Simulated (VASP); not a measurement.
# CrO2 in VASP: notebook

Runs on CrO2. Level: PBEsol. Tasks: single point.

Program: VASP 6.6.1. These are calculated values, not measurements. Logs are shortened: lines on timing, memory, paths and dates and some standing lists are left out, and cuts for length are marked.

## Step 1: The cell of the first run

The cell holds a slab with vacuum, 3 atoms: a = 2.587 Å, b = 2.587 Å, c = 13.701 Å, α = 90.00°, β = 90.00°, γ = 120.00°.

## Step 2: Single point, PBEsol

File INCAR:

```
ALGO = Normal
EDIFF = 1E-6
ENCUT = 520
GGA = PS
ISIF = 2
ISMEAR = 0
LASPH = T
LCHARG = T
LELF = T
LREAL = F
LVHAR = T
LWAVE = F
NBANDS = 19
NELM = 80
PREC = Accurate
SIGMA = 0.02
```

File KPOINTS:

```
k-points
0
Gamma
  18 18 4
```

File POSCAR:

```
CrO2
1.0
    2.5871391603      0.0000000000      0.0000000000
   -1.2935695802      2.2405282359      0.0000000000
    0.0000000000      0.0000000000     13.7008388361
Cr O
1 2
Direct
    0.3333333333      0.6666666667      0.0000000000
    0.6666666667      0.3333333333      0.9161609889
    0.6666666667      0.3333333333      0.0838390111
```

Potentials or basis: VASP PAW PBE potentials, release 64 (Cr_pv, O).

Started as:

```bash
$ cat potpaw_PBE.64/Cr_pv/POTCAR potpaw_PBE.64/O/POTCAR > POTCAR
$ mpirun -np 1 vasp_std > vasp.out
```

OUTCAR:

```text
EDIFF = 1E-6
   ENCUT = 520
   GGA = PS
   ISIF = 2
   ISMEAR = 0
   LASPH = T
   LREAL = F
   NELM = 80
   PREC = Accurate

 ion  position               nearest neighbor table
   1  0.333  0.667  0.000-   2 1.88   3 1.88   2 1.88   3 1.88   2 1.88   3 1.88
   2  0.667  0.333  0.916-   1 1.88   1 1.88   1 1.88
   3  0.667  0.333  0.084-   1 1.88   1 1.88   1 1.88

  LATTYP: Found a hexagonal cell.
 ALAT       =     2.5871391603
 C/A-ratio  =     5.2957486966

  Lattice vectors:

 A1 = (   2.5871391603,   0.0000000000,   0.0000000000)
 A2 = (  -1.2935695802,   2.2405282359,   0.0000000000)
 A3 = (   0.0000000000,   0.0000000000,  13.7008388361)

Analysis of symmetry for initial positions (statically):
=====================================================================
 Subroutine PRICEL returns:
 Original cell was already a primitive cell.

 Routine SETGRP: Setting up the symmetry group for a
 hexagonal supercell.

 Subroutine GETGRP returns: Found 12 space group operations
 (whereof 12 operations were pure point group operations)
 out of a pool of 24 trial point group operations.

The static configuration has the point symmetry D_3h.

Analysis of symmetry for dynamics (positions and initial velocities):
=====================================================================
 Subroutine PRICEL returns:
 Original cell was already a primitive cell.

 Routine SETGRP: Setting up the symmetry group for a
 hexagonal supercell.

 Subroutine GETGRP returns: Found 12 space group operations
 (whereof 12 operations were pure point group operations)
 out of a pool of 24 trial point group operations.

The dynamic configuration has the point symmetry D_3h.

 Subroutine INISYM returns: Found 12 space group operations
 (whereof 12 operations are pure point group operations),
 and found     1 'primitive' translations

----------------------------------------------------------------------------------------

                                     Primitive cell

  volume of cell :      79.4177

  direct lattice vectors                    reciprocal lattice vectors
     2.587139160  0.000000000  0.000000000     0.386527333  0.223161660  0.000000000
    -1.293569580  2.240528236  0.000000000     0.000000000  0.446323320  0.000000000
     0.000000000  0.000000000 13.700838836     0.000000000  0.000000000  0.072988232

  length of vectors
     2.587139160  2.587139160 13.700838836     0.446323320  0.446323320  0.072988232

  position of ions in fractional coordinates (direct lattice)
     0.333333333  0.666666667  0.000000000
     0.666666667  0.333333333  0.916160989
     0.666666667  0.333333333  0.083839011

  ion indices of the primitive-cell ions
   primitive index   ion index
                 1           1
                 2           2
                 3           3

----------------------------------------------------------------------------------------

 KPOINTS: k-points

Automatic generation of k-mesh.
 Grid dimensions read from file:
 generate k-points for:   18   18    4

 Generating k-lattice:

  Cartesian coordinates                     Fractional coordinates (reciprocal lattice)
     0.021473741  0.012397870  0.000000000     0.055555556  0.000000000  0.000000000
     0.000000000  0.024795740  0.000000000     0.000000000  0.055555556  0.000000000
     0.000000000  0.000000000  0.018247058     0.000000000  0.000000000  0.250000000

  Length of vectors
     0.024795740  0.024795740  0.018247058

  Shift w.r.t. Gamma in fractional coordinates (k-lattice)
     0.000000000  0.000000000  0.000000000

 Subroutine IBZKPT returns following result:
 ===========================================

 Found    111 irreducible k-points:

 Following reciprocal coordinates:
            Coordinates               Weight
  0.000000  0.000000  0.000000      1.000000
  0.055556  0.000000  0.000000      6.000000
  0.111111  0.000000  0.000000      6.000000
  0.166667 -0.000000  0.000000      6.000000
  0.222222  0.000000  0.000000      6.000000
  0.277778  0.000000  0.000000      6.000000
[... 16 lines left out ...]
  0.333333  0.111111  0.000000     12.000000
  0.388889  0.111111  0.000000     12.000000
 [... further k-points ...]
   k-points           NKPTS =    111   k-points in BZ     NKDIM =    111   number of bands    NBANDS=     19
   number of dos      NEDOS =    301   number of ions     NIONS =      3
   total plane-waves  NPLWV =  43200
   dimension x,y,z NGX =    20 NGY =   20 NGZ =  108
   dimension x,y,z NGXF=    40 NGYF=   40 NGZF=  216
   ions per type =               1   2
   NGX,Y,Z   is equivalent  to a cutoff of  12.85, 12.85, 13.10 a.u.
   NGXF,Y,Z  is equivalent  to a cutoff of  25.70, 25.70, 26.21 a.u.
 SYSTEM =  unknown system
   PREC   = accura    normal or accurate (medium, high low for compatibility)
   ISTART =      0    job   : 0-new  1-cont  2-samecut
   ICHARG =      2    charge: 1-file 2-atom 10-const
   ISPIN  =      1    spin polarized calculation?
   LNONCOLLINEAR =      F non collinear calculations
   LSORBIT =      F    spin-orbit coupling
   LASPH  =      T    aspherical Exc in radial PAW
   ENCUT  =  520.0 eV  38.22 Ry    6.18 a.u.   4.81  4.81 25.47*2*pi/ulx,y,z
   NELM   =     80;   NELMIN=  2; NELMDL= -5     # of ELM steps
   EDIFF  = 0.1E-05   stopping-criterion for ELM
   LREAL  =      F    real-space projection
   EDIFFG = 0.1E-04   stopping-criterion for IOM
   NSW    =      0    number of steps for IOM
   IBRION =     -1    ionic relax: 0-MD 1-quasi-New 2-CG
   NFREE  =      0    steps in history (QN), initial steepest desc. (CG)
   ISIF   =      2    stress and relaxation
   ISYM   =      2    0-nonsym 1-usesym 2-fastsym
   POTIM  = 0.5000    time-step for ionic-motion
   TEBEG  =    0.0;   TEEND  =   0.0 temperature during run
   PSTRESS=    0.0 pullay stress
   NELECT =      24.0000    total number of electrons
   NUPDOWN=      -1.0000    fix difference up-down
   EMIN   =  10.00;   EMAX   =-10.00  energy-range for DOS
   EFERMI =   0.00;   METHOD = LEGACY
   ISMEAR =     0;   SIGMA  =   0.02  broadening in eV -4-tet -1-fermi 0-gaus
   EFERMI_NEDOS =   21; number of points for ismear=-14 and -15
   IALGO  =     38    algorithm
   IMIX   =      4    mixing-type and parameters
     AMIX     =   0.40;   BMIX     =  1.00
     AMIX_MAG =   1.60;   BMIX_MAG =  1.00
  volume/ion in A,a.u.               =      26.47       178.65
  Fermi-wavevector in a.u.,A,eV,Ry     =   1.098600  2.076052 16.421160  1.206921
  Thomas-Fermi vector in A             =   2.234980
   LORBIT       =      0    0 simple, 1 ext, 2 COOP (PROOUT), +10 PAW based schemes
   GGA     = PS    functional components
   LHFCALC =     F    Hartree Fock is set to
   AEXX    =    0.0000 exact exchange contribution
   IVDW    =     0    specifies the selected vdW correction
   LEPSILON=     F    determine dielectric tensor
   LRPA    =     F    only Hartree local field effects (RPA)
 non-spin polarized calculation
 Gauss-broadening in eV      SIGMA  =   0.02
  energy-cutoff  :      520.00
  volume of cell :       79.42
 maximum number of plane-waves:      2163
 NGX is ok and might be reduce to    20
   NGX =  9   NGY =  9   NGZ = 51

 number of electron      24.0000003 magnetization

 Free energy of the ion-electron system (eV)
  ---------------------------------------------------
  ext. energy  EPLUGINS =         0.00000000
  ---------------------------------------------------
  free energy    TOTEN  =       -26.12912043 eV

  energy without entropy =      -26.12912043  energy(sigma->0) =      -26.12912043

 E-fermi :  -2.5035     XC(G=0):  -4.8468

 val. band max:       -2.7138479697   @ k =   0.0000   0.0000   0.5000
 cond. band min:      -2.2391638034   @ k =   0.3333   0.3333   0.0000
 fundamental gap:      0.4746841663
 Fermi energy:        -2.5035255908

 k-point     1 :       0.0000    0.0000    0.0000
  band No.  band energies     occupation
      1     -46.9587      2.00000
      2     -46.6829      2.00000
      3     -46.6829      2.00000
      4     -23.4014      2.00000
      5     -21.4948      2.00000
      6      -9.9433      2.00000
[... 11 lines left out ...]
     18       3.7769      0.00000
     19       4.6223      0.00000

 k-point     2 :       0.0556    0.0000    0.0000
  band No.  band energies     occupation
      1     -46.9541      2.00000
      2     -46.7048      2.00000
      3     -46.6876      2.00000
      4     -23.3520      2.00000
      5     -21.4842      2.00000
      6      -9.8875      2.00000
[... 11 lines left out ...]
     18       3.9155      0.00000
     19       4.7560      0.00000

 k-point     3 :       0.1111    0.0000    0.0000
  band No.  band energies     occupation
      1     -46.9409      2.00000
      2     -46.7674      2.00000
      3     -46.7008      2.00000
      4     -23.2087      2.00000
      5     -21.4533      2.00000
      6      -9.7368      2.00000
[... 11 lines left out ...]
     18       4.2835      0.00000
     19       4.9985      0.00000

 k-point     4 :       0.1667   -0.0000    0.0000
  band No.  band energies     occupation
      1     -46.9206      2.00000
      2     -46.8625      2.00000
      3     -46.7210      2.00000
      4     -22.9869      2.00000
      5     -21.4047      2.00000
      6      -9.5568      2.00000
[... 11 lines left out ...]
     18       4.8074      0.00000
     19       5.4357      0.00000

 k-point     5 :       0.2222    0.0000    0.0000
  band No.  band energies     occupation
      1     -46.9776      2.00000
      2     -46.8956      2.00000
      3     -46.7457      2.00000
      4     -22.7105      2.00000
      5     -21.3432      2.00000
      6      -9.4946      2.00000
[... 11 lines left out ...]
     18       5.4658      0.00000
     19       6.0384      0.00000

 k-point     6 :       0.2778    0.0000    0.0000
  band No.  band energies     occupation
      1     -47.0985      2.00000
      2     -46.8690      2.00000
      3     -46.7720      2.00000
      4     -22.4104      2.00000
      5     -21.2752      2.00000
      6      -9.6435      2.00000
[... 11 lines left out ...]
     18       6.2604      0.00000
     19       6.8031      0.00000

 k-point     7 :       0.3333    0.0000    0.0000
  band No.  band energies     occupation
      1     -47.2105      2.00000
      2     -46.8439      2.00000
      3     -46.7965      2.00000
      4     -22.1218      2.00000
      5     -21.2086      2.00000
      6      -9.8685      2.00000
[... 11 lines left out ...]
     18       7.1690      0.00000
     19       7.7260      0.00000

 k-point     8 :       0.3889    0.0000    0.0000
  band No.  band energies     occupation
      1     -47.3007      2.00000
      2     -46.8233      2.00000
      3     -46.8165      2.00000
      4     -21.8813      2.00000
      5     -21.1521      2.00000
      6     -10.0521      2.00000
[... 256 lines left out ...]
 k-point    20 :       0.1667    0.1111    0.0000
  band No.  band energies     occupation
      1     -47.0068      2.00000
      2     -46.8859      2.00000
      3     -46.7712      2.00000
      4     -22.6015      2.00000
      5     -21.3173      2.00000
      6      -9.4686      2.00000
[... 11 lines left out ...]
     18       5.7508      0.00000
     19       6.2948      0.00000

 k-point    21 :       0.2222    0.1111    0.0000
  band No.  band energies     occupation
      1     -47.1110      2.00000
      2     -46.8608      2.00000
      3     -46.8051      2.00000
      4     -22.3179      2.00000
      5     -21.2510      2.00000
      6      -9.6057      2.00000
[... 11 lines left out ...]
     18       6.5487      0.00000
     19       7.0574      0.00000

 k-point    22 :       0.2778    0.1111    0.0000
  band No.  band energies     occupation
      1     -47.2075      2.00000
      2     -46.8372      2.00000
      3     -46.8370      2.00000
      4     -22.0459      2.00000
      5     -21.1855      2.00000
      6      -9.7732      2.00000
[... 11 lines left out ...]
     18       7.4730      0.00000
     19       8.2635      0.00000

 k-point    23 :       0.3333    0.1111    0.0000
  band No.  band energies     occupation
      1     -47.2854      2.00000
      2     -46.8631      2.00000
      3     -46.8179      2.00000
      4     -21.8200      2.00000
      5     -21.1296      2.00000
      6      -9.8909      2.00000
[... 11 lines left out ...]
     18       8.3176      0.00000
     19       8.9460      0.00000

 k-point    24 :       0.3889    0.1111    0.0000
  band No.  band energies     occupation
      1     -47.3358      2.00000
      2     -46.8801      2.00000
      3     -46.8053      2.00000
      4     -21.6702      2.00000
      5     -21.0919      2.00000
      6      -9.9452      2.00000
[... 11 lines left out ...]
     18       8.6133      0.00000
     19      10.0371      0.00000

 [... further k-points ...]

------------------------ aborting loop because EDIFF is reached ----------------------------------------

  FORCE on cell =-STRESS in cart. coord.  units (eV):
  Direction    XX          YY          ZZ          XY          YZ          ZX
  --------------------------------------------------------------------------------------
  -------------------------------------------------------------------------------------
  Total        0.2291537      0.2291537      0.2373795     -0.0000000      0.0000000      0.0000000
  in kB        4.6229589      4.6229589      4.7889075     -0.0000000      0.0000000      0.0000000
  external PRESSURE =       4.6782751 kB  Pullay stress =       0.0000000 kB

 VOLUME and BASIS-vectors are now :
 -----------------------------------------------------------------------------
  energy-cutoff  :      520.00
  volume of cell :       79.42
      direct lattice vectors                 reciprocal lattice vectors
     2.587139160  0.000000000  0.000000000     0.386527333  0.223161660  0.000000000
    -1.293569580  2.240528236  0.000000000     0.000000000  0.446323320  0.000000000
     0.000000000  0.000000000 13.700838836     0.000000000  0.000000000  0.072988232

 POSITION                                       TOTAL-FORCE (eV/Angst)
 -----------------------------------------------------------------------------------
     -0.00000      1.49369      0.00000        -0.000000     -0.000000      0.000000
      1.29357      0.74684     12.55217         0.000000     -0.000000     -0.129046
      1.29357      0.74684      1.14866         0.000000      0.000000      0.129046
 -----------------------------------------------------------------------------------
    total drift:                               -0.000001      0.000000      0.000000

  FREE ENERGIE OF THE ION-ELECTRON SYSTEM (eV)
  ---------------------------------------------------
  free  energy   TOTEN  =       -26.1291204334 eV

  energy  without entropy=      -26.1291204334  energy(sigma->0) =      -26.12912043
```

It took 4.8 min on 1 thread of Intel Xeon 8259CL, shared host; peak memory 0.3 GiB.

Results:

- Free energy: -26.1291 eV
- Largest force: 0.129 eV/Å
- Band gap on the k mesh: 0.47 eV (least direct gap 1.72 eV)

Forces in eV/Å, atoms in the order of the input:
```
Cr   0.000  0.000  0.000
O    0.000  0.000 -0.129
O    0.000  0.000  0.129
```

Levels at points of the mesh, in eV from the valence-band top:
| k point | band 8 | band 9 | band 10 | band 11 | band 12 | band 13 | band 14 | band 15 | band 16 | band 17 |
| --- | --- | --- | --- | --- | --- | --- | --- | --- | --- | --- |
| (0.00, 0.00, 0.00) | -4.73 | -3.34 | -3.34 | -2.70 | 0.00 | 1.74 | 1.74 | 1.77 | 1.77 | 5.78 |
| (0.50, 0.00, 0.00) | -5.52 | -5.04 | -3.06 | -2.69 | -1.15 | 1.12 | 1.43 | 2.80 | 3.29 | 5.79 |
| (0.00, 0.00, 0.50) | -4.73 | -3.34 | -3.34 | -2.70 | 0.00 | 1.74 | 1.74 | 1.77 | 1.77 | 5.78 |
| (0.50, 0.00, 0.50) | -5.52 | -5.04 | -3.06 | -2.69 | -1.15 | 1.12 | 1.43 | 2.80 | 3.29 | 5.79 |

Caveat: the PAW data sets were made with another functional, which shifts forces and pressure a little.

## Step 3: Single point, PBEsol, collinear spin, ferromagnetic start

This run uses another cell than the first one.

File INCAR:

```
SYSTEM = CrO2
  PREC = Accurate
  ENCUT = 520
  EDIFF = 1E-6
  ISMEAR = 0
  SIGMA = 0.1
  LREAL = .False.
  LASPH = .True.
  NELM = 150
  ALGO = Normal
  ISIF = 2
  LWAVE = .False.
  LCHARG = .False.
  ISPIN = 2
  MAGMOM = 3 0 0
  LORBIT = 11
  LMAXMIX = 4
  GGA = PS
  NBANDS = 23
```

File KPOINTS:

```
regular mesh
0
Gamma
  12 12 2
  0 0 0
```

File POSCAR:

```
CrO2
1.0
    2.5629650604      0.0000000000      0.0000000000
   -1.2814825302      2.2195928513      0.0000000000
    0.0000000000      0.0000000000     13.8124973557
Cr O
1 2
Direct
    0.3333333333      0.6666666667      0.0000000000
    0.6666666667      0.3333333333      0.9075761485
    0.6666666667      0.3333333333      0.0924238515
```

Potentials or basis: VASP PAW PBE potentials, release 64 (Cr_pv, O).

Started as:

```bash
$ cat potpaw_PBE.64/Cr_pv/POTCAR potpaw_PBE.64/O/POTCAR > POTCAR
$ mpirun -np 1 vasp_std > vasp.out
```

Wall time 4.7 min (1 thread of Intel Xeon 8259CL, shared host); peak memory 0.28 GiB.

The run converged. Its results:

```yaml
Free_energy: -25.7000 eV
Largest_force: 3.249 eV/Å
Band_gap_on_the_k_mesh: 1.54 eV (least direct gap 1.92 eV)
Net_moment: 0.00 μB per cell
Valence_electrons_inside_the_program's_atomic_spheres: Cr 11.11; O 4.88
```

Forces in eV/Å, atoms in the order of the input:
```
Cr   0.000  0.000  0.000
O    0.000  0.000  3.249
O    0.000  0.000 -3.249
```

Levels at points of the mesh, in eV from the valence-band top:
Spin up:
| k point | band 9 | band 10 | band 11 | band 12 | band 13 | band 14 | band 15 | band 16 |
| --- | --- | --- | --- | --- | --- | --- | --- | --- |
| (0.00, 0.00, 0.00) | -2.31 | -1.86 | -1.86 | 0.00 | 1.94 | 1.94 | 2.31 | 2.31 |
| (0.50, 0.00, 0.00) | -3.53 | -2.35 | -1.66 | -0.65 | 1.93 | 2.27 | 3.15 | 3.46 |
| (0.00, 0.00, 0.50) | -2.31 | -1.86 | -1.86 | 0.00 | 1.94 | 1.94 | 2.31 | 2.31 |
| (0.50, 0.00, 0.50) | -3.53 | -2.35 | -1.66 | -0.65 | 1.93 | 2.27 | 3.15 | 3.46 |
Spin down:
```csv
k point,band 10,band 11,band 12,band 13,band 14,band 15
"(0.00, 0.00, 0.00)",-1.86,-1.86,0.00,1.94,1.94,2.31
"(0.50, 0.00, 0.00)",-2.35,-1.66,-0.65,1.93,2.27,3.15
"(0.00, 0.00, 0.50)",-1.86,-1.86,0.00,1.94,1.94,2.31
"(0.50, 0.00, 0.50)",-2.35,-1.66,-0.65,1.93,2.27,3.15
```

Caveat: the PAW data sets were made with another functional, which shifts forces and pressure a little.
